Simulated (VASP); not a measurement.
Crystal: Be2H3.

```
Be H
1.0
     1.94494    1.12291    2.49483
    -1.94494    1.12291    2.49483
     0.00000   -2.24582    2.49483
Be H
2 3
Direct
  0.00000 0.00000 0.00000
  0.50000 0.50000 0.50000
  0.00000 0.00000 0.50000
  0.50000 0.00000 0.00000
  0.00000 0.50000 0.00000
```

The cell was built from a structure type or drawn by symmetry, and may not be a known phase.

| Property | Result |
| --- | --- |
| Program | VASP 6.6.1 |
| Task | relaxation of cell and atoms |
| Functional | PBE |
| Potentials or basis | VASP PAW PBE potentials, release 64 (Be, H) |
| Cutoff | 600 eV |
| k mesh | 6 × 6 × 6 |
| Occupations | gaussian, width 0.1 eV |
| Spin | no spin polarisation |

At the start: pressure -11.3 GPa; volume 6.54 Å³/atom.

Question: Where does the relaxation end?

Answer: Over 9 steps the energy falls by 78.1 meV/atom and the volume is 5.57 Å³/atom (-14.9 %); space group R-3m (No. 166, to 0.1 Å) before and after.

Step by step:
| step | energy change (eV) | largest force (eV/Å) | pressure (GPa) | volume (Å³) |
| --- | --- | --- | --- | --- |
| 1 | 0.0000 | 0.0000 | -11.26 | 32.69 |
| 2 | -0.2035 | 0.0000 | -7.36 | 30.55 |
| 3 | -0.3429 | 0.0000 | -1.46 | 28.28 |
| 4 | -0.1777 | 0.0000 | 18.88 | 24.00 |
| 5 | -0.3663 | 0.0000 | 2.55 | 27.16 |
| 6 | -0.3664 | 0.0000 | 2.98 | 27.05 |
| 7 | -0.3853 | 0.0000 | 1.95 | 27.35 |
| 8 | -0.3892 | 0.0000 | 1.27 | 27.57 |
| 9 | -0.3907 | 0.0000 | 0.30 | 27.83 |

Final structure:
```yaml
crystal:
  lattice:
    - [1.76374, 1.01830, 2.58283]
    - [-1.76374, 1.01830, 2.58283]
    - [0.00000, -2.03660, 2.58283]
  atoms:
    - { symbol: Be, position: [0.00000, 0.00000, 0.00000] }
    - { symbol: Be, position: [0.50000, 0.50000, 0.50000] }
    - { symbol: H, position: [0.00000, 0.00000, 0.50000] }
    - { symbol: H, position: [0.50000, 0.00000, 0.00000] }
    - { symbol: H, position: [0.00000, 0.50000, 0.00000] }
```
